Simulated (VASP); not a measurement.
# Zr6GeRu (Fm-3m) in VASP: a series of runs

Runs on Zr6GeRu. Level: PBE. Tasks: relaxation of cell and atoms, single point.

Program: VASP 6.6.1. These are calculated values, not measurements. Logs are shortened: lines on timing, memory, paths and dates and some standing lists are left out, and cuts for length are marked.

## (1) The cell of the first run

The structure is cubic, space group Fm-3m (No. 225). Conventional cell: a = 8.083 Å, b = 8.083 Å, c = 8.083 Å, α = 90.00°, β = 90.00°, γ = 90.00°. Within 3.8 Å of Zr (site symmetry mmm) lie 8 Zr at 2.86 Å and 2 Ge at 2.86 Å and 2 Ru at 2.86 Å. Ge (site symmetry m-3m) has 12 Zr at 2.86 Å within 3.8 Å. Ru (site symmetry m-3m) has 12 Zr at 2.86 Å within 3.8 Å.

The cell was generated, and may not be a known phase.

## (2) Relaxation of cell and atoms, PBE

INCAR

```
SYSTEM = Zr6GeRu
  PREC = Accurate
  ENCUT = 620
  EDIFF = 1E-7
  ISMEAR = 0
  SIGMA = 0.2
  LREAL = .FALSE.
  LASPH = .TRUE.
  NELM = 300
  ALGO = All
  ISIF = 3
  LWAVE = .FALSE.
  LCHARG = .FALSE.
  GGA = PE
  IBRION = 2
  NSW = 36
  EDIFFG = -0.08
  GGA_COMPAT = .FALSE.
  NELMIN = 4
  ISEARCH = 1
  KPAR = 4
```

KPOINTS

```
regular mesh
0
G
  4 4 4
  0 0 0
```

POSCAR

```
Zr6GeRu
1.0
    0.0000000000      4.0413701100      4.0413701100
    4.0413701100      0.0000000000      4.0413701100
    4.0413701100      4.0413701100      0.0000000000
Zr Ge Ru
6 1 1
Direct
    0.5000000000      0.0000000000      0.0000000000
    0.0000000000      0.5000000000      0.5000000000
    0.0000000000      0.5000000000      0.0000000000
    0.5000000000      0.0000000000      0.5000000000
    0.0000000000      0.0000000000      0.5000000000
    0.5000000000      0.5000000000      0.0000000000
    0.0000000000      0.0000000000      0.0000000000
    0.5000000000      0.5000000000      0.5000000000
```

Potentials or basis: VASP PAW PBE potentials, release 64 (Zr_sv, Ge_d, Ru_pv).

Started as:

```bash
$ cat potpaw_PBE.64/Zr_sv/POTCAR potpaw_PBE.64/Ge_d/POTCAR potpaw_PBE.64/Ru_pv/POTCAR > POTCAR
$ mpirun -np 4 vasp_std > vasp.out
```

OUTCAR:

```text
SYSTEM = Zr6GeRu
   PREC = Accurate
   ENCUT = 620
   EDIFF = 1E-7
   ISMEAR = 0
   LREAL = .FALSE.
   LASPH = .TRUE.
   NELM = 300
   ISIF = 3
   GGA = PE
   IBRION = 2
   NSW = 36
   EDIFFG = -0.08
   NELMIN = 4

 ion  position               nearest neighbor table
   1  0.500  0.000  0.000-   4 2.86   6 2.86   7 2.86   4 2.86   5 2.86   8 2.86   3 2.86   6 2.86
                             8 2.86   3 2.86   5 2.86   7 2.86
   2  0.000  0.500  0.500-   3 2.86   5 2.86   8 2.86   3 2.86   6 2.86   7 2.86   4 2.86   5 2.86
                             7 2.86   4 2.86   6 2.86   8 2.86
   3  0.000  0.500  0.000-   2 2.86   6 2.86   7 2.86   2 2.86   5 2.86   8 2.86   1 2.86   5 2.86
                             7 2.86   1 2.86   6 2.86   8 2.86
   4  0.500  0.000  0.500-   1 2.86   5 2.86   8 2.86   1 2.86   6 2.86   7 2.86   2 2.86   6 2.86
                             8 2.86   2 2.86   5 2.86   7 2.86
   5  0.000  0.000  0.500-   2 2.86   4 2.86   7 2.86   1 2.86   3 2.86   7 2.86   2 2.86   3 2.86
                             8 2.86   1 2.86   4 2.86   8 2.86
   6  0.500  0.500  0.000-   1 2.86   3 2.86   8 2.86   2 2.86   4 2.86   8 2.86   1 2.86   4 2.86
                             7 2.86   2 2.86   3 2.86   7 2.86
   7  0.000  0.000  0.000-   1 2.86   3 2.86   5 2.86   2 2.86   4 2.86   5 2.86   2 2.86   3 2.86
                             6 2.86   1 2.86   4 2.86   6 2.86
   8  0.500  0.500  0.500-   2 2.86   4 2.86   6 2.86   1 2.86   3 2.86   6 2.86   1 2.86   4 2.86
                             5 2.86   2 2.86   3 2.86   5 2.86

  LATTYP: Found a face centered cubic cell.
 ALAT       =     8.0827402200

  Lattice vectors:

 A1 = (   0.0000000000,   4.0413701100,   4.0413701100)
 A2 = (   4.0413701100,   0.0000000000,   4.0413701100)
 A3 = (   4.0413701100,   4.0413701100,   0.0000000000)

Analysis of symmetry for initial positions (statically):
=====================================================================
 Subroutine PRICEL returns:
 Original cell was already a primitive cell.

 Routine SETGRP: Setting up the symmetry group for a
 face centered cubic supercell.

 Subroutine GETGRP returns: Found 48 space group operations
 (whereof 48 operations were pure point group operations)
 out of a pool of 48 trial point group operations.

The static configuration has the point symmetry O_h .

Analysis of symmetry for dynamics (positions and initial velocities):
=====================================================================
 Subroutine PRICEL returns:
 Original cell was already a primitive cell.

 Routine SETGRP: Setting up the symmetry group for a
 face centered cubic supercell.

 Subroutine GETGRP returns: Found 48 space group operations
 (whereof 48 operations were pure point group operations)
 out of a pool of 48 trial point group operations.

The dynamic configuration has the point symmetry O_h .

 Subroutine INISYM returns: Found 48 space group operations
 (whereof 48 operations are pure point group operations),
 and found     1 'primitive' translations

----------------------------------------------------------------------------------------

                                     Primitive cell

  volume of cell :     132.0127

  direct lattice vectors                    reciprocal lattice vectors
     0.000000000  4.041370110  4.041370110    -0.123720418  0.123720418  0.123720418
     4.041370110  0.000000000  4.041370110     0.123720418 -0.123720418  0.123720418
     4.041370110  4.041370110  0.000000000     0.123720418  0.123720418 -0.123720418

  length of vectors
     5.715360420  5.715360420  5.715360420     0.214290050  0.214290050  0.214290050

  position of ions in fractional coordinates (direct lattice)
     0.500000000  0.000000000  0.000000000
     0.000000000  0.500000000  0.500000000
     0.000000000  0.500000000  0.000000000
     0.500000000  0.000000000  0.500000000
     0.000000000  0.000000000  0.500000000
     0.500000000  0.500000000  0.000000000
     0.000000000  0.000000000  0.000000000
     0.500000000  0.500000000  0.500000000

  ion indices of the primitive-cell ions
   primitive index   ion index
                 1           1
                 2           2
                 3           3
                 4           4
                 5           5
                 6           6
                 7           7
                 8           8

----------------------------------------------------------------------------------------

 KPOINTS: regular mesh

Automatic generation of k-mesh.
 Grid dimensions read from file:
 generate k-points for:    4    4    4

 Generating k-lattice:

  Cartesian coordinates                     Fractional coordinates (reciprocal lattice)
    -0.030930105  0.030930105  0.030930105     0.250000000  0.000000000  0.000000000
     0.030930105 -0.030930105  0.030930105     0.000000000  0.250000000  0.000000000
     0.030930105  0.030930105 -0.030930105     0.000000000  0.000000000  0.250000000

  Length of vectors
     0.053572513  0.053572513  0.053572513

  Shift w.r.t. Gamma in fractional coordinates (k-lattice)
     0.000000000  0.000000000  0.000000000

 Subroutine IBZKPT returns following result:
 ===========================================

 Found      8 irreducible k-points:

 Following reciprocal coordinates:
            Coordinates               Weight
  0.000000  0.000000  0.000000      1.000000
  0.250000  0.000000  0.000000      8.000000
  0.500000  0.000000  0.000000      4.000000
  0.250000  0.250000  0.000000      6.000000
  0.500000  0.250000  0.000000     24.000000
 -0.250000  0.250000  0.000000     12.000000
  0.500000  0.500000  0.000000      3.000000
 -0.250000  0.500000  0.250000      6.000000
   k-points           NKPTS =      8   k-points in BZ     NKDIM =      8   number of bands    NBANDS=     60
   number of dos      NEDOS =    301   number of ions     NIONS =      8
   total plane-waves  NPLWV = 110592
   dimension x,y,z NGX =    48 NGY =   48 NGZ =   48
   dimension x,y,z NGXF=    96 NGYF=   96 NGZF=   96
   ions per type =               6   1   1
   NGX,Y,Z   is equivalent  to a cutoff of  13.96, 13.96, 13.96 a.u.
   NGXF,Y,Z  is equivalent  to a cutoff of  27.92, 27.92, 27.92 a.u.
 SYSTEM =  Zr6GeRu
   PREC   = accura    normal or accurate (medium, high low for compatibility)
   ISTART =      0    job   : 0-new  1-cont  2-samecut
   ICHARG =      2    charge: 1-file 2-atom 10-const
   ISPIN  =      1    spin polarized calculation?
   LNONCOLLINEAR =      F non collinear calculations
   LSORBIT =      F    spin-orbit coupling
   LASPH  =      T    aspherical Exc in radial PAW
   ENCUT  =  620.0 eV  45.57 Ry    6.75 a.u.  11.60 11.60 11.60*2*pi/ulx,y,z
   NELM   =    300;   NELMIN=  4; NELMDL= -5     # of ELM steps
   EDIFF  = 0.1E-06   stopping-criterion for ELM
   LREAL  =      F    real-space projection
   EDIFFG = -.8E-01   stopping-criterion for IOM
   NSW    =     36    number of steps for IOM
   IBRION =      2    ionic relax: 0-MD 1-quasi-New 2-CG
   NFREE  =      1    steps in history (QN), initial steepest desc. (CG)
   ISIF   =      3    stress and relaxation
   ISYM   =      2    0-nonsym 1-usesym 2-fastsym
   POTIM  = 0.5000    time-step for ionic-motion
   TEBEG  =    0.0;   TEEND  =   0.0 temperature during run
   PSTRESS=    0.0 pullay stress
   NELECT =     100.0000    total number of electrons
   NUPDOWN=      -1.0000    fix difference up-down
   EMIN   =  10.00;   EMAX   =-10.00  energy-range for DOS
   EFERMI =   0.00;   METHOD = LEGACY
   ISMEAR =     0;   SIGMA  =   0.20  broadening in eV -4-tet -1-fermi 0-gaus
   EFERMI_NEDOS =   21; number of points for ismear=-14 and -15
   IALGO  =     58    algorithm
   IMIX   =      4    mixing-type and parameters
     AMIX     =   0.40;   BMIX     =  1.00
     AMIX_MAG =   1.60;   BMIX_MAG =  1.00
  volume/ion in A,a.u.               =      16.50       111.36
  Fermi-wavevector in a.u.,A,eV,Ry     =   1.492346  2.820125 30.301491  2.227097
  Thomas-Fermi vector in A             =   2.604886
   LORBIT       =      0    0 simple, 1 ext, 2 COOP (PROOUT), +10 PAW based schemes
   GGA     = PE    functional components
   LHFCALC =     F    Hartree Fock is set to
   AEXX    =    0.0000 exact exchange contribution
   IVDW    =     0    specifies the selected vdW correction
   LEPSILON=     F    determine dielectric tensor
   LRPA    =     F    only Hartree local field effects (RPA)
 conjugate gradient relaxation of ions
 non-spin polarized calculation
 Gauss-broadening in eV      SIGMA  =   0.20
  energy-cutoff  :      620.00
  volume of cell :      132.01
 maximum number of plane-waves:      4656
 NGX is ok and might be reduce to    48
   NGX = 23   NGY = 23   NGZ = 23

--------------------------------------- Ionic step        1  -------------------------------------------

 number of electron     100.0000004 magnetization

 Free energy of the ion-electron system (eV)
  ---------------------------------------------------
  ext. energy  EPLUGINS =         0.00000000
  ---------------------------------------------------
  free energy    TOTEN  =       -63.74526132 eV

  energy without entropy =      -63.51095682  energy(sigma->0) =      -63.62810907

 E-fermi :  12.1122     XC(G=0): -12.6887

 val. band max:       12.1060530119   @ k =   0.5000   0.2500   0.0000
 cond. band min:      12.1484654602   @ k =  -0.2500   0.5000   0.2500
 fundamental gap:      0.0424124483
 Fermi energy:        12.1122286100

 k-point     1 :       0.0000    0.0000    0.0000
  band No.  band energies     occupation
      1     -36.2092      2.00000
      2     -35.8502      2.00000
      3     -35.8502      2.00000
      4     -35.8502      2.00000
      5     -35.6773      2.00000
      6     -35.6773      2.00000
[... 599 lines left out ...]
 POSITION                                       TOTAL-FORCE (eV/Angst)
 -----------------------------------------------------------------------------------
      0.00000      2.17711      2.17711         0.000000      0.000000      0.000000
      4.35421      2.17711      2.17711         0.000000     -0.000000     -0.000000
      2.17711     -0.00000      2.17711         0.000000     -0.000000     -0.000000
      2.17711      4.35421      2.17711         0.000000     -0.000000      0.000000
      2.17711      2.17711     -0.00000        -0.000000      0.000000      0.000000
      2.17711      2.17711      4.35421        -0.000000      0.000000     -0.000000
      0.00000      0.00000      0.00000        -0.000000     -0.000000     -0.000000
      4.35421      4.35421      4.35421        -0.000000     -0.000000     -0.000000
 -----------------------------------------------------------------------------------
    total drift:                                0.000000      0.000000      0.000000

  FREE ENERGIE OF THE ION-ELECTRON SYSTEM (eV)
  ---------------------------------------------------
  free  energy   TOTEN  =       -66.6966068617 eV

  energy  without entropy=      -66.4645589484  energy(sigma->0) =      -66.58058291

--------------------------------------- Ionic step        4  -------------------------------------------

 number of electron     100.0000004 magnetization

 Free energy of the ion-electron system (eV)
  ---------------------------------------------------
  ext. energy  EPLUGINS =         0.00000000
  ---------------------------------------------------
  free energy    TOTEN  =       -66.70521085 eV

  energy without entropy =      -66.47232132  energy(sigma->0) =      -66.58876608

 E-fermi :   9.3649     XC(G=0): -11.6059

 val. band max:        9.3606724500   @ k =   0.2500   0.2500   0.0000
 cond. band min:       9.3922357989   @ k =   0.2500   0.0000   0.0000
 fundamental gap:      0.0315633489
 Fermi energy:         9.3648815144

 k-point     1 :       0.0000    0.0000    0.0000
  band No.  band energies     occupation
      1     -39.2501      2.00000
      2     -39.0929      2.00000
      3     -39.0929      2.00000
      4     -39.0929      2.00000
      5     -39.0168      2.00000
      6     -39.0168      2.00000
[... 506 lines left out ...]
 VOLUME and BASIS-vectors are now :
 -----------------------------------------------------------------------------
  energy-cutoff  :      620.00
  volume of cell :      163.46
      direct lattice vectors                 reciprocal lattice vectors
     0.000000000  4.339730863  4.339730863    -0.115214518  0.115214518  0.115214518
     4.339730863 -0.000000000  4.339730863     0.115214518 -0.115214518  0.115214518
     4.339730863  4.339730863 -0.000000000     0.115214518  0.115214518 -0.115214518

 POSITION                                       TOTAL-FORCE (eV/Angst)
 -----------------------------------------------------------------------------------
      0.00000      2.16987      2.16987         0.000000     -0.000000     -0.000000
      4.33973      2.16987      2.16987         0.000000      0.000000     -0.000000
      2.16987     -0.00000      2.16987        -0.000000      0.000000      0.000000
      2.16987      4.33973      2.16987        -0.000000     -0.000000     -0.000000
      2.16987      2.16987     -0.00000         0.000000     -0.000000     -0.000000
      2.16987      2.16987      4.33973        -0.000000     -0.000000      0.000000
      0.00000      0.00000      0.00000         0.000000      0.000000      0.000000
      4.33973      4.33973      4.33973         0.000000      0.000000      0.000000
 -----------------------------------------------------------------------------------
    total drift:                                0.000000      0.000000      0.000000

  FREE ENERGIE OF THE ION-ELECTRON SYSTEM (eV)
  ---------------------------------------------------
  free  energy   TOTEN  =       -66.7052108501 eV

  energy  without entropy=      -66.4723281024  energy(sigma->0) =      -66.58876948

 reached required accuracy - stopping structural energy minimisation
```

It took 4.9 min on 4 MPI ranks of Intel Xeon 6975P-C (Granite Rapids), shared host; peak memory 0.43 GiB.

Results:

| Item | Value |
| --- | --- |
| Free energy | -66.7052 eV |
| Relaxed volume | 20.43 Å³/atom |
| Relaxed cell | a = 6.137 Å, b = 6.137 Å, c = 6.137 Å, α = 60.00°, β = 60.00°, γ = 60.00° |
| Space group after relaxing (to 0.1 Å) | Fm-3m (No. 225) |
| Energy gained by relaxing | 370.0 meV/atom |
| Ionic steps | 4 |
| Pressure after relaxing | -0.3 GPa |
| Band gap on the k mesh | zero (bands 50 and 51 overlap by 0.75 eV) |

The path:
| step | energy change (eV) | largest force (eV/Å) | pressure (GPa) | volume (Å³) |
| --- | --- | --- | --- | --- |
| 1 | 0.0000 | 0.0000 | 36.01 | 132.01 |
| 2 | 0.9628 | 0.0000 | -18.66 | 216.32 |
| 3 | -2.9513 | 0.0000 | -1.40 | 165.10 |
| 4 | -2.9599 | 0.0000 | -0.28 | 163.46 |

Final structure:
```
Zr Ge Ru
1.0
     0.00000    4.33973    4.33973
     4.33973    0.00000    4.33973
     4.33973    4.33973    0.00000
Zr Ge Ru
6 1 1
Direct
  0.50000 0.00000 0.00000
  0.00000 0.50000 0.50000
  0.00000 0.50000 0.00000
  0.50000 0.00000 0.50000
  0.00000 0.00000 0.50000
  0.50000 0.50000 0.00000
  0.00000 0.00000 0.00000
  0.50000 0.50000 0.50000
```

Levels at points of the mesh, in eV from the Fermi level:
```csv
k point,band 46,band 47,band 48,band 49,band 50,band 51,band 52,band 53,band 54,band 55
"(0.00, 0.00, 0.00)",-1.18,-0.05,-0.05,-0.05,0.43,0.43,0.85,0.85,0.85,1.80
"(0.50, 0.00, 0.00)",-1.14,-1.14,-0.42,-0.42,-0.22,0.13,0.49,0.49,0.78,0.78
"(0.50, 0.50, 0.00)",-1.00,-1.00,-0.86,-0.33,-0.32,-0.32,0.76,0.76,1.30,1.40
```

Caveat: the volume moved by over 15 % at a fixed basis, so the end points are rough.

## (3) Single point, PBE

This run uses another cell than the first one, of 20.36 Å³/atom.

INCAR

```
PREC = Accurate
ENCUT = 620
EDIFF = 1E-6
ISMEAR = 0
SIGMA = 0.1
LREAL = F
LASPH = T
NELM = 300
ALGO = All
ISIF = 2
LWAVE = F
LCHARG = T
GGA = PE
LVHAR = T
NBANDS = 60
GGA_COMPAT = F
ISEARCH = 1
KPAR = 4
```

KPOINTS

```
Automatic mesh
0
Gamma
  6 6 6
```

Edit POSCAR of step 2 so:

```diff
@@ -2,5 +2,5 @@
 1.0
-    0.0000000000      4.0413701100      4.0413701100
-    4.0413701100      0.0000000000      4.0413701100
-    4.0413701100      4.0413701100      0.0000000000
+    0.0000000000      4.3344788275      4.3344788275
+    4.3344788275      0.0000000000      4.3344788275
+    4.3344788275      4.3344788275      0.0000000000
 Zr Ge Ru
```

Potentials or basis: VASP PAW PBE potentials, release 64 (Zr_sv, Ge_d, Ru_pv).

Started as:

```bash
$ cat potpaw_PBE.64/Zr_sv/POTCAR potpaw_PBE.64/Ge_d/POTCAR potpaw_PBE.64/Ru_pv/POTCAR > POTCAR
$ mpirun -np 4 vasp_std > vasp.out
```

OUTCAR:

```text
PREC = Accurate
   ENCUT = 620
   EDIFF = 1E-6
   ISMEAR = 0
   LREAL = F
   LASPH = T
   NELM = 300
   ISIF = 2
   GGA = PE

 ion  position               nearest neighbor table
   1  0.500  0.000  0.000-   4 3.06   6 3.06   7 3.06   4 3.06   5 3.06   8 3.06   3 3.06   6 3.06
                             8 3.06   3 3.06   5 3.06   7 3.06
   2  0.000  0.500  0.500-   3 3.06   5 3.06   8 3.06   3 3.06   6 3.06   7 3.06   4 3.06   5 3.06
                             7 3.06   4 3.06   6 3.06   8 3.06
   3  0.000  0.500  0.000-   2 3.06   6 3.06   7 3.06   2 3.06   5 3.06   8 3.06   1 3.06   5 3.06
                             7 3.06   1 3.06   6 3.06   8 3.06
   4  0.500  0.000  0.500-   1 3.06   5 3.06   8 3.06   1 3.06   6 3.06   7 3.06   2 3.06   6 3.06
                             8 3.06   2 3.06   5 3.06   7 3.06
[... 1221 lines left out ...]
  external PRESSURE =       0.4944898 kB  Pullay stress =       0.0000000 kB

 VOLUME and BASIS-vectors are now :
 -----------------------------------------------------------------------------
  energy-cutoff  :      620.00
  volume of cell :      162.87
      direct lattice vectors                 reciprocal lattice vectors
     0.000000000  4.334478827  4.334478827    -0.115354122  0.115354122  0.115354122
     4.334478827  0.000000000  4.334478827     0.115354122 -0.115354122  0.115354122
     4.334478827  4.334478827  0.000000000     0.115354122  0.115354122 -0.115354122

 POSITION                                       TOTAL-FORCE (eV/Angst)
 -----------------------------------------------------------------------------------
      0.00000      2.16724      2.16724         0.000000     -0.000000     -0.000000
      4.33448      2.16724      2.16724        -0.000000     -0.000000     -0.000000
      2.16724      0.00000      2.16724        -0.000000     -0.000000     -0.000000
      2.16724      4.33448      2.16724        -0.000000      0.000000     -0.000000
      2.16724      2.16724      0.00000        -0.000000      0.000000     -0.000000
      2.16724      2.16724      4.33448        -0.000000      0.000000     -0.000000
      0.00000      0.00000      0.00000        -0.000000     -0.000000     -0.000000
      4.33448      4.33448      4.33448        -0.000000      0.000000      0.000000
 -----------------------------------------------------------------------------------
    total drift:                                0.000000      0.000000      0.000000

  FREE ENERGIE OF THE ION-ELECTRON SYSTEM (eV)
  ---------------------------------------------------
  free  energy   TOTEN  =       -66.6439321568 eV

  energy  without entropy=      -66.5879940575  energy(sigma->0) =      -66.61596311
```

It took 3.1 min on 4 MPI ranks of Intel Xeon Platinum 8259CL at 2.50GHz (Skylake/Cascade Lake), shared host; peak memory 0.62 GiB.

What came out:

```yaml
Free_energy: -66.6439 eV
Pressure: 0.0 GPa
Band_gap_on_the_k_mesh: zero (bands 50 and 51 overlap by 0.75 eV)
```

The gap in the log of VASP goes by the Fermi energy; the results here count the filled bands.